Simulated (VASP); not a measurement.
# AlP (a) (F-43m) in VASP: notebook

AlP (a) is run at these levels: PBEsol; tasks: single point, relaxation of cell and atoms.

Everything below comes from runs of VASP 6.6.1. Logs are shortened: lines on timing, memory, paths and dates and some standing lists are left out, and cuts for length are marked.

## Step 1: The cell of the first run

The structure is cubic, space group F-43m (No. 216). The conventional cell has a = 5.473 Å, b = 5.473 Å, c = 5.473 Å, α = 90.00°, β = 90.00°, γ = 90.00°. Within 3.1 Å of Al (site symmetry -43m) lie 4 P at 2.37 Å. P (site symmetry -43m) has 4 Al at 2.37 Å within 3.1 Å.

## Step 2: Single point, PBEsol

File INCAR:

```
SYSTEM = AlP
ALGO     = Normal         ! electronic algorithm
EDIFF    = 1E-6           ! SCF threshold, eV
ENCUT    = 500            ! plane-wave cutoff, eV
GGA      = PS             ! functional
GGA_COMPAT= .FALSE.      
ISIF     = 2              ! what is computed and relaxed
ISMEAR   = 0              ! smearing method
LASPH    = .TRUE.         ! aspherical terms in the spheres
LCHARG   = .FALSE.        ! write CHGCAR
LREAL    = .FALSE.        ! projectors in reciprocal space
LWAVE    = .FALSE.        ! write WAVECAR
NBANDS   = 11             ! bands
NELM     = 120            ! most SCF steps
PREC     = Accurate       ! precision mode
SIGMA    = 0.1            ! smearing width, eV
```

File KPOINTS:

```
k-points
0
G
  6 6 6
  0 0 0
```

File POSCAR:

```
AlP
1.0
    0.0000000000      2.7364837100      2.7364837100
    2.7364837100      0.0000000000      2.7364837100
    2.7364837100      2.7364837100      0.0000000000
Al P
1 1
Direct
    0.0000000000      0.0000000000      0.0000000000
    0.2500000000      0.2500000000      0.2500000000
```

Potentials or basis: VASP PAW PBE potentials, release 64 (Al, P).

Started as:

```console
cat potpaw_PBE.64/Al/POTCAR potpaw_PBE.64/P/POTCAR > POTCAR
mpirun -np 1 vasp_std > vasp.out
```

OUTCAR:

```text
SYSTEM = AlP
   EDIFF = 1E-6
   ENCUT = 500
   GGA = PS
   ISIF = 2
   ISMEAR = 0
   LASPH = .TRUE.
   LREAL = .FALSE.
   NELM = 120
   PREC = Accurate

 ion  position               nearest neighbor table
   1  0.000  0.000  0.000-   2 2.37   2 2.37   2 2.37   2 2.37
   2  0.250  0.250  0.250-   1 2.37   1 2.37   1 2.37   1 2.37

  LATTYP: Found a face centered cubic cell.
 ALAT       =     5.4729674200

  Lattice vectors:

 A1 = (   0.0000000000,   2.7364837100,   2.7364837100)
 A2 = (   2.7364837100,   0.0000000000,   2.7364837100)
 A3 = (   2.7364837100,   2.7364837100,   0.0000000000)

Analysis of symmetry for initial positions (statically):
=====================================================================
 Subroutine PRICEL returns:
 Original cell was already a primitive cell.

 Routine SETGRP: Setting up the symmetry group for a
 face centered cubic supercell.

 Subroutine GETGRP returns: Found 24 space group operations
 (whereof 24 operations were pure point group operations)
 out of a pool of 48 trial point group operations.

The static configuration has the point symmetry T_d .

Analysis of symmetry for dynamics (positions and initial velocities):
=====================================================================
 Subroutine PRICEL returns:
 Original cell was already a primitive cell.

 Routine SETGRP: Setting up the symmetry group for a
 face centered cubic supercell.

 Subroutine GETGRP returns: Found 24 space group operations
 (whereof 24 operations were pure point group operations)
 out of a pool of 48 trial point group operations.

The dynamic configuration has the point symmetry T_d .

 Subroutine INISYM returns: Found 24 space group operations
 (whereof 24 operations are pure point group operations),
 and found     1 'primitive' translations

----------------------------------------------------------------------------------------

                                     Primitive cell

  volume of cell :      40.9835

  direct lattice vectors                    reciprocal lattice vectors
     0.000000000  2.736483710  2.736483710    -0.182716235  0.182716235  0.182716235
     2.736483710  0.000000000  2.736483710     0.182716235 -0.182716235  0.182716235
     2.736483710  2.736483710  0.000000000     0.182716235  0.182716235 -0.182716235

  length of vectors
     3.869972376  3.869972376  3.869972376     0.316473802  0.316473802  0.316473802

  position of ions in fractional coordinates (direct lattice)
     0.000000000  0.000000000  0.000000000
     0.250000000  0.250000000  0.250000000

  ion indices of the primitive-cell ions
   primitive index   ion index
                 1           1
                 2           2

----------------------------------------------------------------------------------------

 KPOINTS: k-points

Automatic generation of k-mesh.
 Grid dimensions read from file:
 generate k-points for:    6    6    6

 Generating k-lattice:

  Cartesian coordinates                     Fractional coordinates (reciprocal lattice)
    -0.030452706  0.030452706  0.030452706     0.166666667  0.000000000  0.000000000
     0.030452706 -0.030452706  0.030452706     0.000000000  0.166666667  0.000000000
     0.030452706  0.030452706 -0.030452706     0.000000000  0.000000000  0.166666667

  Length of vectors
     0.052745634  0.052745634  0.052745634

  Shift w.r.t. Gamma in fractional coordinates (k-lattice)
     0.000000000  0.000000000  0.000000000

 Subroutine IBZKPT returns following result:
 ===========================================

 Found     16 irreducible k-points:

 Following reciprocal coordinates:
            Coordinates               Weight
  0.000000  0.000000  0.000000      1.000000
  0.166667  0.000000  0.000000      8.000000
  0.333333  0.000000  0.000000      8.000000
  0.500000  0.000000  0.000000      4.000000
  0.166667  0.166667  0.000000      6.000000
  0.333333  0.166667  0.000000     24.000000
[... 8 lines left out ...]
 -0.333333  0.333333  0.166667     24.000000
 -0.333333  0.500000  0.166667     12.000000
   k-points           NKPTS =     16   k-points in BZ     NKDIM =     16   number of bands    NBANDS=     11
   number of dos      NEDOS =    301   number of ions     NIONS =      2
   total plane-waves  NPLWV =  21952
   dimension x,y,z NGX =    28 NGY =   28 NGZ =   28
   dimension x,y,z NGXF=    56 NGYF=   56 NGZF=   56
   ions per type =               1   1
   NGX,Y,Z   is equivalent  to a cutoff of  12.03, 12.03, 12.03 a.u.
   NGXF,Y,Z  is equivalent  to a cutoff of  24.06, 24.06, 24.06 a.u.
 SYSTEM =  AlP
   PREC   = accura    normal or accurate (medium, high low for compatibility)
   ISTART =      0    job   : 0-new  1-cont  2-samecut
   ICHARG =      2    charge: 1-file 2-atom 10-const
   ISPIN  =      1    spin polarized calculation?
   LNONCOLLINEAR =      F non collinear calculations
   LSORBIT =      F    spin-orbit coupling
   LASPH  =      T    aspherical Exc in radial PAW
   ENCUT  =  500.0 eV  36.75 Ry    6.06 a.u.   7.06  7.06  7.06*2*pi/ulx,y,z
   NELM   =    120;   NELMIN=  2; NELMDL= -5     # of ELM steps
   EDIFF  = 0.1E-05   stopping-criterion for ELM
   LREAL  =      F    real-space projection
   EDIFFG = 0.1E-04   stopping-criterion for IOM
   NSW    =      0    number of steps for IOM
   IBRION =     -1    ionic relax: 0-MD 1-quasi-New 2-CG
   NFREE  =      0    steps in history (QN), initial steepest desc. (CG)
   ISIF   =      2    stress and relaxation
   ISYM   =      2    0-nonsym 1-usesym 2-fastsym
   POTIM  = 0.5000    time-step for ionic-motion
   TEBEG  =    0.0;   TEEND  =   0.0 temperature during run
   PSTRESS=    0.0 pullay stress
   NELECT =       8.0000    total number of electrons
   NUPDOWN=      -1.0000    fix difference up-down
   EMIN   =  10.00;   EMAX   =-10.00  energy-range for DOS
   EFERMI =   0.00;   METHOD = LEGACY
   ISMEAR =     0;   SIGMA  =   0.10  broadening in eV -4-tet -1-fermi 0-gaus
   EFERMI_NEDOS =   21; number of points for ismear=-14 and -15
   IALGO  =     38    algorithm
   IMIX   =      4    mixing-type and parameters
     AMIX     =   0.40;   BMIX     =  1.00
     AMIX_MAG =   1.60;   BMIX_MAG =  1.00
  volume/ion in A,a.u.               =      20.49       138.29
  Fermi-wavevector in a.u.,A,eV,Ry     =   0.949661  1.794599 12.270497  0.901856
  Thomas-Fermi vector in A             =   2.077965
   LORBIT       =      0    0 simple, 1 ext, 2 COOP (PROOUT), +10 PAW based schemes
   GGA     = PS    functional components
   LHFCALC =     F    Hartree Fock is set to
   AEXX    =    0.0000 exact exchange contribution
   IVDW    =     0    specifies the selected vdW correction
   LEPSILON=     F    determine dielectric tensor
   LRPA    =     F    only Hartree local field effects (RPA)
 non-spin polarized calculation
 Gauss-broadening in eV      SIGMA  =   0.10
  energy-cutoff  :      500.00
  volume of cell :       40.98
 maximum number of plane-waves:      1056
   NGX = 15   NGY = 15   NGZ = 15

 number of electron       8.0000001 magnetization

 Free energy of the ion-electron system (eV)
  ---------------------------------------------------
  ext. energy  EPLUGINS =         0.00000000
  ---------------------------------------------------
  free energy    TOTEN  =       -10.98687484 eV

  energy without entropy =      -10.98687484  energy(sigma->0) =      -10.98687484

 E-fermi :   4.9047     XC(G=0):  -9.3360

 val. band max:        4.4752151506   @ k =   0.0000   0.0000   0.0000
 cond. band min:       5.9237415390   @ k =   0.5000   0.5000   0.0000
 fundamental gap:      1.4485263884
 Fermi energy:         4.9047207306

 k-point     1 :       0.0000    0.0000    0.0000
  band No.  band energies     occupation
      1      -7.0123      2.00000
      2       4.4752      2.00000
      3       4.4752      2.00000
      4       4.4752      2.00000
      5       7.6175      0.00000
      6       8.9741      0.00000
      7       8.9741      0.00000
      8       8.9741      0.00000
      9      13.2664      0.00000
     10      13.2664      0.00000
     11      14.5175      0.00000

 k-point     2 :       0.1667    0.0000    0.0000
  band No.  band energies     occupation
      1      -6.7094      2.00000
      2       2.5844      2.00000
      3       4.2319      2.00000
      4       4.2319      2.00000
      5       7.9871      0.00000
      6       9.4076      0.00000
      7       9.4076      0.00000
      8      10.0238      0.00000
      9      12.5994      0.00000
     10      12.5994      0.00000
     11      15.1039      0.00000

 k-point     3 :       0.3333    0.0000    0.0000
  band No.  band energies     occupation
      1      -5.9196      2.00000
      2       0.1168      2.00000
      3       3.8605      2.00000
      4       3.8605      2.00000
      5       7.4179      0.00000
      6       9.4503      0.00000
      7       9.4503      0.00000
      8      12.2358      0.00000
      9      13.5293      0.00000
     10      13.5293      0.00000
     11      14.5923      0.00000

 k-point     4 :       0.5000    0.0000    0.0000
  band No.  band energies     occupation
      1      -5.3305      2.00000
      2      -1.0766      2.00000
      3       3.7112      2.00000
      4       3.7112      2.00000
      5       7.1793      0.00000
      6       9.2180      0.00000
      7       9.2180      0.00000
      8      12.5329      0.00000
      9      15.9643      0.00000
     10      15.9643      0.00000
     11      16.1040      0.00000
[... 127 lines left out ...]
 k-point    14 :       0.5000    0.3333    0.1667
  band No.  band energies     occupation
      1      -5.2941      2.00000
      2       0.0400      2.00000
      3       1.7798      2.00000
      4       2.8725      2.00000
      5       8.2281      0.00000
      6       9.2173      0.00000
      7       9.8824      0.00000
      8      12.6106      0.00000
      9      13.7287      0.00000
     10      15.8435      0.00000
     11      17.7582      0.00000

 k-point    15 :      -0.3333    0.3333    0.1667
  band No.  band energies     occupation
      1      -4.8322      2.00000
      2      -0.5265      2.00000
      3       1.3223      2.00000
      4       2.4767      2.00000
      5       8.4229      0.00000
      6       9.3495      0.00000
      7      11.2740      0.00000
      8      12.0323      0.00000
      9      13.2636      0.00000
     10      16.2859      0.00000
     11      17.3050      0.00000

 k-point    16 :      -0.3333    0.5000    0.1667
  band No.  band energies     occupation
      1      -4.6308      2.00000
      2      -0.5728      2.00000
      3       1.5444      2.00000
      4       1.7835      2.00000
      5       7.6800      0.00000
      6       8.6996      0.00000
      7      12.0202      0.00000
      8      12.3913      0.00000
      9      15.5828      0.00000
     10      16.3935      0.00000
     11      17.5925      0.00000

------------------------ aborting loop because EDIFF is reached ----------------------------------------

  FORCE on cell =-STRESS in cart. coord.  units (eV):
  Direction    XX          YY          ZZ          XY          YZ          ZX
  --------------------------------------------------------------------------------------
  -------------------------------------------------------------------------------------
  Total       -0.0118820     -0.0118820     -0.0118820      0.0000000      0.0000000     -0.0000000
  in kB       -0.4645077     -0.4645077     -0.4645077      0.0000000      0.0000000     -0.0000000
  external PRESSURE =      -0.4645077 kB  Pullay stress =       0.0000000 kB

 VOLUME and BASIS-vectors are now :
 -----------------------------------------------------------------------------
  energy-cutoff  :      500.00
  volume of cell :       40.98
      direct lattice vectors                 reciprocal lattice vectors
     0.000000000  2.736483710  2.736483710    -0.182716235  0.182716235  0.182716235
     2.736483710  0.000000000  2.736483710     0.182716235 -0.182716235  0.182716235
     2.736483710  2.736483710  0.000000000     0.182716235  0.182716235 -0.182716235

 POSITION                                       TOTAL-FORCE (eV/Angst)
 -----------------------------------------------------------------------------------
      0.00000      0.00000      0.00000         0.000000      0.000000      0.000000
      1.36824      1.36824      1.36824        -0.000000     -0.000000     -0.000000
 -----------------------------------------------------------------------------------
    total drift:                                0.000000      0.000000      0.000000

  FREE ENERGIE OF THE ION-ELECTRON SYSTEM (eV)
  ---------------------------------------------------
  free  energy   TOTEN  =       -10.9868748381 eV

  energy  without entropy=      -10.9868748381  energy(sigma->0) =      -10.98687484
```

Run time: 8.4 s. Hardware: 1 thread of AMD EPYC 7R43 (Zen 3), shared host; peak memory 0.11 GiB.

Results:

```
Free energy            : -10.9869 eV
Pressure               : 0.0 GPa
Band gap on the k mesh : 1.45 eV, indirect (least direct gap 3.14 eV)
```

Levels at points of the mesh, in eV from the valence-band top:
```csv
k point,band 1,band 2,band 3,band 4,band 5,band 6,band 7,band 8
"(0.00, 0.00, 0.00)",-11.49,0.00,0.00,0.00,3.14,4.50,4.50,4.50
"(0.50, 0.00, 0.00)",-9.81,-5.55,-0.76,-0.76,2.70,4.74,4.74,8.06
"(0.50, 0.50, 0.00)",-9.14,-5.32,-2.11,-2.11,1.45,2.37,10.93,10.93
```

Caveat: the PAW data sets were made with another functional, which shifts forces and pressure a little. A k mesh can miss the band edges.

[end of part 1 of 2]
